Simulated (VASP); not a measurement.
# ZnS (P6_3mc) in VASP: vibrations by perturbation theory with PBE

Aim: the vibrations by perturbation theory of ZnS with PBE.

All numbers are computed with VASP 6.6.1; they aren't measurements. Logs are shortened: lines on timing, memory, paths and dates and some standing lists are left out, and cuts for length are marked.

**1. The cell of the first run**

Symmetry: P6_3mc, No. 186, hexagonal system. The conventional cell has a = 3.844 Å, b = 3.844 Å, c = 6.305 Å, α = 90.00°, β = 90.00°, γ = 120.00°. Within 3.1 Å of Zn (site symmetry 3m) lie 4 S at 2.36 Å. S (site symmetry 3m) has 4 Zn at 2.36 Å within 3.1 Å.

**2. Vibrations by perturbation theory, PBE**

INCAR

```
ALGO = Normal ; EDIFF = 1E-8
ENCUT = 520 ; GGA = PE
IBRION = 8 ; ISIF = 2
ISMEAR = 0 ; LASPH = True
LCHARG = False ; LEPSILON = True
LREAL = False ; LWAVE = False
NELM = 60 ; NSW = 1
PREC = Accurate ; SIGMA = 0.01
```

KPOINTS

```
k-points
0
Gamma
  6 6 4
```

POSCAR

```
ZnS
1.0
    3.8440669373      0.0000000000      0.0000000000
   -1.9220334686      3.3290596216      0.0000000000
    0.0000000000      0.0000000000      6.3046430618
Zn S
2 2
Direct
    0.3333333333      0.6666666667      0.0002666736
    0.6666666667      0.3333333333      0.5002666736
    0.3333333333      0.6666666667      0.3747333264
    0.6666666667      0.3333333333      0.8747333264
```

Potentials or basis: VASP PAW PBE potentials, release 64 (Zn, S).

Started as:

```console
$ cat potpaw_PBE.64/Zn/POTCAR potpaw_PBE.64/S/POTCAR > POTCAR
$ mpirun -np 1 vasp_std > vasp.out
```

OUTCAR:

```text
EDIFF = 1E-8
   ENCUT = 520
   GGA = PE
   IBRION = 8
   ISIF = 2
   ISMEAR = 0
   LASPH = True
   LEPSILON = True
   LREAL = False
   NELM = 60
   NSW = 1
   PREC = Accurate

 ion  position               nearest neighbor table
   1  0.333  0.667  0.000-   4 2.36   4 2.36   4 2.36   3 2.36
   2  0.667  0.333  0.500-   3 2.36   3 2.36   3 2.36   4 2.36
   3  0.333  0.667  0.375-   2 2.36   2 2.36   2 2.36   1 2.36
   4  0.667  0.333  0.875-   1 2.36   1 2.36   1 2.36   2 2.36

  LATTYP: Found a hexagonal cell.
 ALAT       =     3.8440669373
 C/A-ratio  =     1.6400971067

  Lattice vectors:

 A1 = (   3.8440669373,   0.0000000000,   0.0000000000)
 A2 = (  -1.9220334686,   3.3290596216,   0.0000000000)
 A3 = (   0.0000000000,   0.0000000000,   6.3046430618)

Analysis of symmetry for initial positions (statically):
=====================================================================
 Subroutine PRICEL returns:
 Original cell was already a primitive cell.

 Routine SETGRP: Setting up the symmetry group for a
 hexagonal supercell.

 Subroutine GETGRP returns: Found 12 space group operations
 (whereof  6 operations were pure point group operations)
 out of a pool of 24 trial point group operations.

The static configuration has the point symmetry C_3v.
 The point group associated with its full space group is C_6v.

Analysis of symmetry for dynamics (positions and initial velocities):
=====================================================================
 Subroutine PRICEL returns:
 Original cell was already a primitive cell.

 Routine SETGRP: Setting up the symmetry group for a
 hexagonal supercell.

 Subroutine GETGRP returns: Found 12 space group operations
 (whereof  6 operations were pure point group operations)
 out of a pool of 24 trial point group operations.

The dynamic configuration has the point symmetry C_3v.
 The point group associated with its full space group is C_6v.

 Subroutine INISYM returns: Found 12 space group operations
 (whereof  6 operations are pure point group operations),
 and found     1 'primitive' translations

----------------------------------------------------------------------------------------

                                     Primitive cell

  volume of cell :      80.6813

  direct lattice vectors                    reciprocal lattice vectors
     3.844066937  0.000000000  0.000000000     0.260141152  0.150192564  0.000000000
    -1.922033469  3.329059622  0.000000000     0.000000000  0.300385128  0.000000000
     0.000000000  0.000000000  6.304643062     0.000000000  0.000000000  0.158613262

  length of vectors
     3.844066937  3.844066937  6.304643062     0.300385128  0.300385128  0.158613262

  position of ions in fractional coordinates (direct lattice)
     0.333333333  0.666666667  0.000266674
     0.666666667  0.333333333  0.500266674
     0.333333333  0.666666667  0.374733326
     0.666666667  0.333333333  0.874733326

  ion indices of the primitive-cell ions
   primitive index   ion index
                 1           1
                 2           2
                 3           3
                 4           4

[... 709 lines left out ...]

[... ionic steps 4 to 9 ...]

--------------------------------------- Ionic step       10  -------------------------------------------

------------------------ aborting loop because EDIFF is reached ----------------------------------------

[... ionic steps 11 to 11 ...]

--------------------------------------- Ionic step       12  -------------------------------------------

 Free energy of the ion-electron system (eV)
  ---------------------------------------------------
  ---------------------------------------------------
  free energy    TOTEN  =        -0.12383267 eV

  energy without entropy =       -0.12383267

------------------------ aborting loop because EDIFF is reached ----------------------------------------

 INTERNAL STRAIN TENSOR  FOR ION    3  DIRECTION 3   (eV/Angst):
 -----------------------------------------------------------------------------
     3.03072  0.00000  0.00000
     0.00000  3.03072  0.00000
    -0.00000  0.00000 -5.44607

 MACROSCOPIC STATIC DIELECTRIC TENSOR (including local field effects in DFT)
 ------------------------------------------------------
           6.085080     0.000000    -0.000000
           0.000000     6.085080     0.000000
           0.000000     0.000000     6.021664
 ------------------------------------------------------

 PIEZOELECTRIC TENSOR (including local field effects)  for field in x, y, z        (e  Angst)
          XX          YY          ZZ          XY          YZ          ZX
  --------------------------------------------------------------------------------
  x     0.00000     0.00000     0.00000     0.00000     0.00000     1.94630
  y     0.00000     0.00000    -0.00000    -0.00000     1.94630     0.00000
  z     1.85047     1.85047    -3.84786     0.00000     0.00000    -0.00000

 PIEZOELECTRIC TENSOR (including local field effects)  for field in x, y, z        (C/m^2)
          XX          YY          ZZ          XY          YZ          ZX
  --------------------------------------------------------------------------------
  x     0.00000     0.00000     0.00000     0.00000     0.00000     0.38650
  y     0.00000     0.00000    -0.00000    -0.00000     0.38650     0.00000
  z     0.36747     0.36747    -0.76411     0.00000     0.00000    -0.00000

 BORN EFFECTIVE CHARGES (including local field effects) (in |e|, cummulative output)
 ---------------------------------------------------------------------------------
 ion    1
    1     2.01606     0.00000     0.00000
    2     0.00000     2.01606    -0.00000
    3     0.00000     0.00000     2.08768
 ion    2
    1     2.01606     0.00000    -0.00000
    2     0.00000     2.01606     0.00000
    3     0.00000     0.00000     2.08768
 ion    3
    1    -2.01606    -0.00000     0.00000
    2    -0.00000    -2.01606    -0.00000
    3     0.00000     0.00000    -2.08768
 ion    4
    1    -2.01606    -0.00000     0.00000
    2    -0.00000    -2.01606     0.00000
    3     0.00000     0.00000    -2.08768

 INTERNAL STRAIN TENSOR FOR ION    4 for displacements in x,y,z  (eV/Angst):
          X           Y           Z          XY          YZ          ZX
  --------------------------------------------------------------------------------
  x     0.00000    -0.00000     0.00000     5.48146     0.00000     3.27169
  y     5.48146    -5.48146    -0.00000    -0.00000     2.81495     0.00000
  z     3.03072     3.03072    -5.44607     0.00000     0.00000     0.00000

 SECOND DERIVATIVES (NOT SYMMETRIZED)
 ------------------------------------
               1X          1Y          1Z          2X          2Y          2Z          3X          3Y          3Z          4X          4Y          4Z
  1X    -5.408164   -0.000000    0.000000   -0.171719   -0.000000    0.000000    0.345691    0.000000    0.000000    5.234193    0.000000   -0.000000
  1Y    -0.000000   -5.408164    0.000000   -0.000000   -0.171719   -0.000000    0.000000    0.345691    0.000000    0.000000    5.234193    0.000000
  1Z     0.000000   -0.000000   -7.090665    0.000000   -0.000000    1.816303   -0.000000    0.000000    3.573534   -0.000000    0.000000    1.700828
  2X    -0.171719   -0.000000   -0.000000   -5.408164   -0.000000    0.000000    5.234193    0.000000    0.000000    0.345691    0.000000    0.000000
  2Y    -0.000000   -0.171719    0.000000   -0.000000   -5.408164   -0.000000    0.000000    5.234193    0.000000    0.000000    0.345691   -0.000000
  2Z     0.000000    0.000000    1.816303    0.000000    0.000000   -7.090665    0.000000   -0.000000    1.700828    0.000000   -0.000000    3.573534
  3X     0.319468    0.000000   -0.000000    5.207245    0.000000    0.000000   -6.071543   -0.000000   -0.000000    0.544830    0.000000    0.000000
  3Y     0.000000    0.319468    0.000000    0.000000    5.207245    0.000000   -0.000000   -6.071543   -0.000000    0.000000    0.544830    0.000000
  3Z     0.000000    0.000000    3.592470    0.000000   -0.000000    1.706002    0.000000   -0.000000   -8.677046    0.000000    0.000000    3.378574
  4X     5.207245    0.000000    0.000000    0.319468    0.000000   -0.000000    0.544830    0.000000    0.000000   -6.071543   -0.000000    0.000000
  4Y     0.000000    5.207245    0.000000    0.000000    0.319468   -0.000000    0.000000    0.544830   -0.000000   -0.000000   -6.071543    0.000000
  4Z     0.000000    0.000000    1.706002    0.000000    0.000000    3.592470   -0.000000    0.000000    3.378574    0.000000    0.000000   -8.677046

 Eigenvectors and eigenvalues of the dynamical matrix
 ----------------------------------------------------

   1 f  =    9.672399 THz    60.773474 2PiTHz  322.636498 cm-1    40.001809 meV
             X         Y         Z           dx          dy          dz
     -0.000000  2.219373  0.001681    -0.000000   -0.000000    0.116110
      1.922033  1.109687  3.154003     0.000000    0.000000   -0.116110
     -0.000000  2.219373  2.362560    -0.000000   -0.000000   -0.697509
      1.922033  1.109687  5.514881     0.000000    0.000000    0.697509
[... 71 lines left out ...]
  12 f/i=    0.017880 THz     0.112342 2PiTHz    0.596407 cm-1     0.073945 meV
             X         Y         Z           dx          dy          dz
     -0.000000  2.219373  0.001681    -0.453974   -0.358236    0.000000
      1.922033  1.109687  3.154003    -0.453974   -0.358236    0.000000
     -0.000000  2.219373  2.362560    -0.319432   -0.252068    0.000000
      1.922033  1.109687  5.514881    -0.319432   -0.252068    0.000000

--------------------------------------------------------------------------------------------------------

 MACROSCOPIC STATIC DIELECTRIC TENSOR IONIC CONTRIBUTION
 ------------------------------------------------------
           3.283016     0.000000    -0.000000
           0.000000     3.283016     0.000000
          -0.000000     0.000000     3.698168
 ------------------------------------------------------

 ELASTIC MODULI CONTR FROM IONIC RELAXATION (kBar)
 Direction    XX          YY          ZZ          XY          YZ          ZX
 --------------------------------------------------------------------------------
 XX        -249.7973    111.2879    123.2784     -0.0000      0.0000     -0.0000
 YY         111.2879   -249.7973    123.2784     -0.0000     -0.0000      0.0000
 ZZ         123.2784    123.2784   -219.4444      0.0000      0.0000     -0.0000
 XY          -0.0000     -0.0000      0.0000   -180.5426      0.0000     -0.0000
 YZ          -0.0000     -0.0000      0.0000      0.0000    -60.8106     -0.0000
 ZX          -0.0000      0.0000     -0.0000     -0.0000     -0.0000    -73.1564
 --------------------------------------------------------------------------------

 PIEZOELECTRIC TENSOR IONIC CONTR  for field in x, y, z        (C/m^2)
          XX          YY          ZZ          XY          YZ          ZX
  --------------------------------------------------------------------------------
  x    -0.00000     0.00000    -0.00000     0.00000    -0.00000    -0.46114
  y    -0.00000    -0.00000     0.00000     0.00000    -0.42043    -0.00000
  z    -0.47620    -0.47620     0.84767    -0.00000    -0.00000     0.00000
```

Run time: 16 min. Hardware: 1 thread of Intel Xeon Platinum 8375C at 2.90GHz (Ice Lake), shared host; peak memory 0.49 GiB.

Results:

| Item | Value |
| --- | --- |
| Electronic dielectric tensor (diagonal) | 6.09, 6.09, 6.02 |
| Born charges (mean of the diagonal) | Zn +2.04; S -2.04 e |
| Highest phonon frequency at Γ, LO-TO splitting left out | 323 cm⁻¹ |

Phonon frequencies in cm⁻¹ (negative: imaginary):
```csv
q point,frequencies
"(0.000, 0.000, 0.000)",-1 -1 0 72 72 188 259 265 265 270 270 323
```

Electronic dielectric tensor:
```
6.09 0.00 0.00
0.00 6.09 0.00
0.00 0.00 6.02
```

Born effective charge tensors (e):
atom 1, Zn
```
2.02 0.00 0.00
0.00 2.02 0.00
0.00 0.00 2.09
```
atom 2, Zn
```
2.02 0.00 0.00
0.00 2.02 0.00
0.00 0.00 2.09
```
atom 3, S
```
-2.02  0.00  0.00
 0.00 -2.02  0.00
 0.00  0.00 -2.09
```
atom 4, S
```
-2.02  0.00  0.00
 0.00 -2.02  0.00
 0.00  0.00 -2.09
```
